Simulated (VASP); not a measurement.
# Si3C2 (P-3m1) in VASP: single point with PBE

Aim: the single point of Si3C2 with PBE.

Program: VASP 6.6.1. These are calculated values, not measurements. Logs are shortened: lines on timing, memory, paths and dates and some standing lists are left out, and cuts for length are marked.

## 1. The cell of the first run

Symmetry: P-3m1, No. 164, trigonal system. Conventional cell: a = 2.522 Å, b = 2.522 Å, c = 25.595 Å, α = 90.00°, β = 90.00°, γ = 120.00°. Si (site symmetry 3m) has 9 Si at 2.52 to 2.82 Å within 3.3 Å. Within 3.3 Å of Si (site symmetry 3m) lie 12 Si at 2.52 to 2.88 Å. Within 3.3 Å of Si (site symmetry 3m) lie 12 Si at 2.52 to 2.88 Å. Within 1.9 Å of C (site symmetry 3m) lie 3 C at 1.46 Å. C (site symmetry 3m) has 3 C at 1.46 Å within 1.9 Å.

## 2. Single point, PBE, collinear spin

The input, INCAR:

```
  PREC = Accurate
  ENCUT = 520
  EDIFF = 1E-7
  ISMEAR = -4
  SIGMA = 0.1
  LREAL = False
  LASPH = True
  NELM = 150
  ALGO = Normal
  ISIF = 2
  LWAVE = False
  LCHARG = True
  ISPIN = 2
  MAGMOM = 1 3 2 2 1 1 3 2 3 2
  LORBIT = 11
  GGA = PE
  LELF = True
  LVHAR = True
  NBANDS = 35
```

The input, KPOINTS:

```
Automatic mesh
0
Gamma
  18 18 2
```

The input, POSCAR:

```
Si3C2
1.0
    2.5215839613      0.0000000000      0.0000000000
   -1.2607919806      2.1837557683      0.0000000000
    0.0000000000      0.0000000000     25.5948321160
Si C
6 4
Direct
    0.3333333333      0.6666666667      0.7607732909
    0.3333333333      0.6666666667      0.9522543626
    0.3333333333      0.6666666667      0.1447255444
    0.6666666667      0.3333333333      0.8552744556
    0.6666666667      0.3333333333      0.0477456374
    0.6666666667      0.3333333333      0.2392267091
    0.3333333333      0.6666666667      0.4135769803
    0.3333333333      0.6666666667      0.5864109897
    0.6666666667      0.3333333333      0.4135890103
    0.6666666667      0.3333333333      0.5864230197
```

Potentials or basis: VASP PAW PBE potentials, release 64 (Si, C).

Started as:

```
$ cat potpaw_PBE.64/Si/POTCAR potpaw_PBE.64/C/POTCAR > POTCAR
$ mpirun -np 1 vasp_std > vasp.out
```

OUTCAR:

```text
PREC = Accurate
   ENCUT = 520
   EDIFF = 1E-7
   ISMEAR = -4
   LREAL = False
   LASPH = True
   NELM = 150
   ISIF = 2
   ISPIN = 2
   LORBIT = 11
   GGA = PE

 ion  position               nearest neighbor table
   1  0.333  0.667  0.761-   4 2.82   4 2.82   4 2.82
   2  0.333  0.667  0.952-   5 2.84   5 2.84   5 2.84   4 2.88   4 2.88   4 2.88
   3  0.333  0.667  0.145-   6 2.82   6 2.82   6 2.82   5 2.88   5 2.88   5 2.88
   4  0.667  0.333  0.855-   1 2.82   1 2.82   1 2.82   2 2.88   2 2.88   2 2.88
   5  0.667  0.333  0.048-   2 2.84   2 2.84   2 2.84   3 2.88   3 2.88   3 2.88
   6  0.667  0.333  0.239-   3 2.82   3 2.82   3 2.82
   7  0.333  0.667  0.414-   9 1.46   9 1.46   9 1.46
   8  0.333  0.667  0.586-  10 1.46  10 1.46  10 1.46
   9  0.667  0.333  0.414-   7 1.46   7 1.46   7 1.46
  10  0.667  0.333  0.586-   8 1.46   8 1.46   8 1.46

  LATTYP: Found a hexagonal cell.
 ALAT       =     2.5215839613
 C/A-ratio  =    10.1502993788

  Lattice vectors:

 A1 = (   2.5215839613,   0.0000000000,   0.0000000000)
 A2 = (  -1.2607919806,   2.1837557683,   0.0000000000)
 A3 = (   0.0000000000,   0.0000000000,  25.5948321160)

Analysis of symmetry for initial positions (statically):
=====================================================================
 Subroutine PRICEL returns:
 Original cell was already a primitive cell.

 Routine SETGRP: Setting up the symmetry group for a
 hexagonal supercell.

 Subroutine GETGRP returns: Found 12 space group operations
 (whereof 12 operations were pure point group operations)
 out of a pool of 24 trial point group operations.

The static configuration has the point symmetry D_3d.

Analysis of symmetry for dynamics (positions and initial velocities):
=====================================================================
 Subroutine PRICEL returns:
 Original cell was already a primitive cell.

 Routine SETGRP: Setting up the symmetry group for a
 hexagonal supercell.

 Subroutine GETGRP returns: Found 12 space group operations
 (whereof 12 operations were pure point group operations)
 out of a pool of 24 trial point group operations.

The dynamic configuration has the point symmetry D_3d.

Analysis of structural, dynamic, and magnetic symmetry:
=====================================================================
 Subroutine PRICEL returns:
 Original cell was already a primitive cell.

 Routine SETGRP: Setting up the symmetry group for a
 hexagonal supercell.

 Subroutine GETGRP returns: Found  6 space group operations
 (whereof  6 operations were pure point group operations)
 out of a pool of 24 trial point group operations.

The overall configuration has the point symmetry C_3v.

 Subroutine INISYM returns: Found  6 space group operations
 (whereof  6 operations are pure point group operations),
 and found     1 'primitive' translations

----------------------------------------------------------------------------------------

                                     Primitive cell

  volume of cell :     140.9385

  direct lattice vectors                    reciprocal lattice vectors
     2.521583961  0.000000000  0.000000000     0.396576126  0.228963333  0.000000000
    -1.260791981  2.183755768  0.000000000     0.000000000  0.457926667  0.000000000
     0.000000000  0.000000000 25.594832116     0.000000000  0.000000000  0.039070387

  length of vectors
     2.521583961  2.521583961 25.594832116     0.457926667  0.457926667  0.039070387

  position of ions in fractional coordinates (direct lattice)
     0.333333333  0.666666667  0.760773291
     0.333333333  0.666666667  0.952254363
     0.333333333  0.666666667  0.144725544
     0.666666667  0.333333333  0.855274456
     0.666666667  0.333333333  0.047745637
     0.666666667  0.333333333  0.239226709
     0.333333333  0.666666667  0.413576980
     0.333333333  0.666666667  0.586410990
     0.666666667  0.333333333  0.413589010
     0.666666667  0.333333333  0.586423020

  ion indices of the primitive-cell ions
   primitive index   ion index
                 1           1
                 2           2
                 3           3
                 4           4
                 5           5
                 6           6
                 7           7
                 8           8
                 9           9
                10          10

----------------------------------------------------------------------------------------

 KPOINTS: Automatic mesh

Automatic generation of k-mesh.
 Grid dimensions read from file:
 generate k-points for:   18   18    2

 Generating k-lattice:

  Cartesian coordinates                     Fractional coordinates (reciprocal lattice)
     0.022032007  0.012720185  0.000000000     0.055555556  0.000000000  0.000000000
     0.000000000  0.025440370  0.000000000     0.000000000  0.055555556  0.000000000
     0.000000000  0.000000000  0.019535194     0.000000000  0.000000000  0.500000000

  Length of vectors
     0.025440370  0.025440370  0.019535194

  Shift w.r.t. Gamma in fractional coordinates (k-lattice)
     0.000000000  0.000000000  0.000000000

 TETIRR: Found    659 inequivalent tetrahedra from     3888

 Subroutine IBZKPT returns following result:
 ===========================================

 Found     74 irreducible k-points:

 Following reciprocal coordinates:
            Coordinates               Weight
  0.000000  0.000000  0.000000      1.000000
  0.055556 -0.000000  0.000000      6.000000
  0.111111 -0.000000  0.000000      6.000000
  0.166667 -0.000000  0.000000      6.000000
  0.222222 -0.000000  0.000000      6.000000
  0.277778 -0.000000  0.000000      6.000000
[... 16 lines left out ...]
  0.333333  0.111111  0.000000     12.000000
  0.388889  0.111111  0.000000     12.000000
 [... further k-points ...]
   k-points           NKPTS =     74   k-points in BZ     NKDIM =     74   number of bands    NBANDS=     35
   number of dos      NEDOS =    301   number of ions     NIONS =     10
   total plane-waves  NPLWV =  76800
   dimension x,y,z NGX =    20 NGY =   20 NGZ =  192
   dimension x,y,z NGXF=    40 NGYF=   40 NGZF=  384
   ions per type =               6   4
   NGX,Y,Z   is equivalent  to a cutoff of  13.19, 13.19, 12.47 a.u.
   NGXF,Y,Z  is equivalent  to a cutoff of  26.37, 26.37, 24.94 a.u.
 SYSTEM =  unknown system
   PREC   = accura    normal or accurate (medium, high low for compatibility)
   ISTART =      0    job   : 0-new  1-cont  2-samecut
   ICHARG =      2    charge: 1-file 2-atom 10-const
   ISPIN  =      2    spin polarized calculation?
   LNONCOLLINEAR =      F non collinear calculations
   LSORBIT =      F    spin-orbit coupling
   LASPH  =      T    aspherical Exc in radial PAW
   ENCUT  =  520.0 eV  38.22 Ry    6.18 a.u.   4.69  4.69 47.59*2*pi/ulx,y,z
   NELM   =    150;   NELMIN=  2; NELMDL= -5     # of ELM steps
   EDIFF  = 0.1E-06   stopping-criterion for ELM
   LREAL  =      F    real-space projection
   EDIFFG = 0.1E-05   stopping-criterion for IOM
   NSW    =      0    number of steps for IOM
   IBRION =     -1    ionic relax: 0-MD 1-quasi-New 2-CG
   NFREE  =      0    steps in history (QN), initial steepest desc. (CG)
   ISIF   =      2    stress and relaxation
   ISYM   =      2    0-nonsym 1-usesym 2-fastsym
   POTIM  = 0.5000    time-step for ionic-motion
   TEBEG  =    0.0;   TEEND  =   0.0 temperature during run
   PSTRESS=    0.0 pullay stress
   NELECT =      40.0000    total number of electrons
   NUPDOWN=      -1.0000    fix difference up-down
   EMIN   =  10.00;   EMAX   =-10.00  energy-range for DOS
   EFERMI =   0.00;   METHOD = LEGACY
   ISMEAR =    -4;   SIGMA  =   0.10  broadening in eV -4-tet -1-fermi 0-gaus
   EFERMI_NEDOS =   21; number of points for ismear=-14 and -15
   IALGO  =     38    algorithm
   IMIX   =      4    mixing-type and parameters
     AMIX     =   0.40;   BMIX     =  1.00
     AMIX_MAG =   1.60;   BMIX_MAG =  1.00
  volume/ion in A,a.u.               =      14.09        95.11
  Fermi-wavevector in a.u.,A,eV,Ry     =   1.075850  2.033061 15.748096  1.157452
  Thomas-Fermi vector in A             =   2.211718
   LORBIT       =     11    0 simple, 1 ext, 2 COOP (PROOUT), +10 PAW based schemes
   GGA     = PE    functional components
   LHFCALC =     F    Hartree Fock is set to
   AEXX    =    0.0000 exact exchange contribution
   IVDW    =     0    specifies the selected vdW correction
   LEPSILON=     F    determine dielectric tensor
   LRPA    =     F    only Hartree local field effects (RPA)
 spin polarized calculation
 Fermi weights with tetrahedron method witout Bloechl corrections
  energy-cutoff  :      520.00
  volume of cell :      140.94
 maximum number of plane-waves:      3851
 NGX is ok and might be reduce to    20
   NGX =  9   NGY =  9   NGZ = 95

 number of electron      40.0000002 magnetization      10.4621442

 number of electron      40.0000002 magnetization       0.0000501

 Free energy of the ion-electron system (eV)
  ---------------------------------------------------
  ext. energy  EPLUGINS =         0.00000000
  ---------------------------------------------------
  free energy    TOTEN  =       -65.31816844 eV

  energy without entropy =      -65.31816844  energy(sigma->0) =      -65.31816844

 E-fermi :   6.9114     XC(G=0):  -9.8483

 val. band max:        6.8935405642   @ k =   0.2778   0.2778   0.5000
 cond. band min:       6.5880090194   @ k =   0.3333   0.3333   0.0000
 fundamental gap:     -0.3055315448
 Fermi energy:         6.9114446275

 spin component 1

 k-point     1 :       0.0000    0.0000    0.0000
  band No.  band energies     occupation
      1     -12.3638      1.00000
      2     -12.3508      1.00000
      3      -8.0904      1.00000
      4      -7.6996      1.00000
      5      -7.0443      1.00000
      6      -5.9874      1.00000
[... 24 lines left out ...]
     31      17.2756      0.00000
     32      17.6429      0.00000
[... 774 lines left out ...]
      2      -7.8822      1.00000
      3      -5.2710      1.00000
      4      -5.2645      1.00000
      5      -1.8926      1.00000
      6      -1.5157      1.00000
[... 24 lines left out ...]
     31      10.9709      0.00000
     32      11.4267      0.00000

 [... further k-points ...]

 spin component 2

 k-point     1 :       0.0000    0.0000    0.0000
  band No.  band energies     occupation
      1     -12.3638      1.00000
      2     -12.3508      1.00000
      3      -8.0904      1.00000
      4      -7.6996      1.00000
      5      -7.0443      1.00000
      6      -5.9874      1.00000
[... 24 lines left out ...]
     31      17.2757      0.00000
     32      17.6430      0.00000
[... 774 lines left out ...]
      2      -7.8822      1.00000
      3      -5.2709      1.00000
      4      -5.2644      1.00000
      5      -1.8926      1.00000
      6      -1.5157      1.00000
[... 24 lines left out ...]
     31      10.9709      0.00000
     32      11.4267      0.00000

 [... further k-points ...]

 [bands above 32 left out]

------------------------ aborting loop because EDIFF is reached ----------------------------------------

  FORCE on cell =-STRESS in cart. coord.  units (eV):
  Direction    XX          YY          ZZ          XY          YZ          ZX
  --------------------------------------------------------------------------------------
  -------------------------------------------------------------------------------------
  Total        0.4524333      0.4524333     -0.3386354      0.0000000      0.0000000      0.0000000
  in kB        5.1432231      5.1432231     -3.8495779      0.0000000      0.0000000      0.0000000
  external PRESSURE =       2.1456228 kB  Pullay stress =       0.0000000 kB

 VOLUME and BASIS-vectors are now :
 -----------------------------------------------------------------------------
  energy-cutoff  :      520.00
  volume of cell :      140.94
      direct lattice vectors                 reciprocal lattice vectors
     2.521583961  0.000000000  0.000000000     0.396576126  0.228963333  0.000000000
    -1.260791981  2.183755768  0.000000000     0.000000000  0.457926667  0.000000000
     0.000000000  0.000000000 25.594832116     0.000000000  0.000000000  0.039070387

 POSITION                                       TOTAL-FORCE (eV/Angst)
 -----------------------------------------------------------------------------------
     -0.00000      1.45584     19.47186         0.000000      0.000000      0.008174
     -0.00000      1.45584     24.37279         0.000000      0.000000     -0.032313
     -0.00000      1.45584      3.70423         0.000000      0.000000     -0.044343
      1.26079      0.72792     21.89061         0.000000      0.000000      0.044400
      1.26079      0.72792      1.22204         0.000000      0.000000      0.032090
      1.26079      0.72792      6.12297         0.000000      0.000000     -0.008021
     -0.00000      1.45584     10.58543        -0.000000      0.000000      0.006507
     -0.00000      1.45584     15.00909         0.000000      0.000000      0.005848
      1.26079      0.72792     10.58574        -0.000000      0.000000     -0.005842
      1.26079      0.72792     15.00940         0.000000     -0.000000     -0.006501
 -----------------------------------------------------------------------------------
    total drift:                               -0.000000      0.000000     -0.000012

  FREE ENERGIE OF THE ION-ELECTRON SYSTEM (eV)
  ---------------------------------------------------
  free  energy   TOTEN  =       -65.3181684382 eV

  energy  without entropy=      -65.3181684382  energy(sigma->0) =      -65.31816844

 total charge

# of ion       s       p       d       tot
------------------------------------------
    1        0.827   0.761   0.000   1.588
    2        0.811   0.773   0.000   1.584
    3        0.813   0.767   0.000   1.579
    4        0.813   0.767   0.000   1.579
    5        0.811   0.773   0.000   1.584
    6        0.827   0.761   0.000   1.588
    7        0.848   1.721   0.000   2.569
    8        0.848   1.721   0.000   2.569
    9        0.848   1.721   0.000   2.569
   10        0.848   1.721   0.000   2.569
--------------------------------------------------
tot          8.292  11.486   0.000  19.778

 magnetization (x)

# of ion       s       p       d       tot
------------------------------------------
    1       -0.000  -0.000   0.000  -0.000
    2       -0.000  -0.000   0.000  -0.000
    3        0.000   0.000   0.000   0.000
    4       -0.000  -0.000   0.000  -0.000
    5        0.000   0.000   0.000   0.000
    6        0.000   0.000   0.000   0.000
    7       -0.000  -0.003   0.000  -0.003
    8       -0.000  -0.003   0.000  -0.003
    9        0.000   0.003   0.000   0.003
   10        0.000   0.003   0.000   0.003
--------------------------------------------------
tot         -0.000   0.000   0.000  -0.000
```

It took 14 min on 1 thread of Intel Xeon 6975P-C (Granite Rapids), shared host; peak memory 0.65 GiB.

Results:

| Item | Value |
| --- | --- |
| Free energy | -65.3182 eV |
| Pressure | 0.2 GPa |
| Largest force | 0.044 eV/Å |
| Band gap on the k mesh | zero (filled and empty bands overlap) |
| Net moment | 0.00 μB per cell |
| Valence electrons inside the program's atomic spheres | Si 1.59, 1.58 (each value once); C 2.57 |

Forces on the atoms (eV/Å):
```
Si   0.000  0.000  0.008
Si   0.000  0.000 -0.032
Si   0.000  0.000 -0.044
Si   0.000  0.000  0.044
Si   0.000  0.000  0.032
Si   0.000  0.000 -0.008
C    0.000  0.000  0.007
C    0.000  0.000  0.006
C    0.000  0.000 -0.006
C    0.000  0.000 -0.007
```

Levels at points of the mesh, in eV from the Fermi level:
Spin up:
| k point | band 17 | band 18 | band 19 | band 20 | band 21 | band 22 | band 23 | band 24 |
| --- | --- | --- | --- | --- | --- | --- | --- | --- |
| (0.00, 0.00, 0.00) | -3.34 | -1.26 | 1.00 | 3.20 | 3.64 | 5.67 | 6.11 | 7.60 |
| (0.50, 0.00, 0.00) | -3.65 | -3.04 | -2.57 | -2.45 | -0.51 | 0.55 | 1.17 | 1.28 |
| (0.00, 0.00, 0.50) | -3.34 | -1.27 | 1.02 | 2.93 | 4.20 | 4.92 | 6.77 | 7.60 |
| (0.50, 0.00, 0.50) | -3.65 | -3.05 | -2.57 | -2.45 | -0.51 | 0.55 | 1.17 | 1.26 |
Spin down:
| k point | band 18 | band 19 | band 20 | band 21 | band 22 | band 23 |
| --- | --- | --- | --- | --- | --- | --- |
| (0.00, 0.00, 0.00) | -1.26 | 1.00 | 3.20 | 3.64 | 5.67 | 6.11 |
| (0.50, 0.00, 0.00) | -3.04 | -2.57 | -2.45 | -0.51 | 0.55 | 1.17 |
| (0.00, 0.00, 0.50) | -1.27 | 1.02 | 2.93 | 4.20 | 4.92 | 6.77 |
| (0.50, 0.00, 0.50) | -3.05 | -2.57 | -2.45 | -0.51 | 0.55 | 1.17 |

Caveat: tetrahedron occupations give inexact forces and stress in metals.
